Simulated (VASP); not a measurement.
# WSe2: single point with PBEsol

System: WSe2, a slab with vacuum.

```
CELL_PARAMETERS angstrom
3.27025 0.00000 0.00000
-1.63513 2.83212 0.00000
0.00000 0.00000 16.66122
ATOMIC_POSITIONS crystal
W 0.00000 0.00000 0.00000
Se 0.33994 0.67988 0.10239
Se 0.33333 0.66667 0.89960
```

This cell differs from its parent crystal: atom 2 (Se) moved -0.050 Å towards its neighbour atom 1 (W) at 2.523 Å.

```
Program                : VASP 6.6.1
Task                   : single point
Functional             : PBEsol
Potentials or basis    : VASP PAW PBE potentials, release 64 (W_sv, Se)
Cutoff                 : 520 eV
k mesh                 : 12 × 12 × 2
Occupations            : gaussian, width 0.05 eV
Spin                   : no spin polarisation
Dipole correction      : no
Further INCAR settings : ALGO = Normal; EDIFF = 1e-07; NBANDS = 20
```

```json
{
  "Largest force": "0.566 eV/Å",
  "Band gap on the k mesh": "1.61 eV (least direct gap 1.72 eV)"
}
```

Forces in eV/Å, atoms in the order of the input:
```
W    0.000  0.325  0.464
Se   0.000 -0.309 -0.452
Se   0.000 -0.016 -0.012
```

Levels at points of the mesh, in eV from the valence-band top:
```csv
k point,band 9,band 10,band 11,band 12,band 13,band 14,band 15,band 16,band 17,band 18
"(0.00, 0.00, 0.00)",-2.25,-2.25,-1.19,-1.04,-0.47,2.93,3.12,3.17,3.26,4.33
"(0.50, 0.00, 0.00)",-4.21,-2.93,-2.25,-1.06,-0.79,2.53,2.83,3.73,4.40,4.48
"(0.00, 0.50, 0.00)",-4.24,-2.97,-2.19,-1.00,-0.82,2.55,2.82,3.64,4.43,4.46
"(0.00, 0.00, 0.50)",-2.25,-2.25,-1.19,-1.04,-0.47,2.93,3.12,3.17,3.26,4.41
"(0.50, 0.00, 0.50)",-4.21,-2.93,-2.25,-1.06,-0.79,2.53,2.83,3.73,4.40,4.48
"(0.00, 0.50, 0.50)",-4.24,-2.97,-2.19,-1.00,-0.82,2.55,2.82,3.64,4.43,4.46
```

Run time: 10 min on 1 thread of Intel Xeon 8259CL (shared host), peak memory 0.43 GiB.

Caveat: the cell differs from its parent crystal (atom 2 (Se) moved -0.050 Å towards its neighbour atom 1 (W) at 2.523 Å); there is no dipole correction, which matters where the two faces differ; the PAW data sets were made with another functional, which shifts forces and pressure a little; spin-orbit coupling is left out, which moves the levels of the heavy elements.
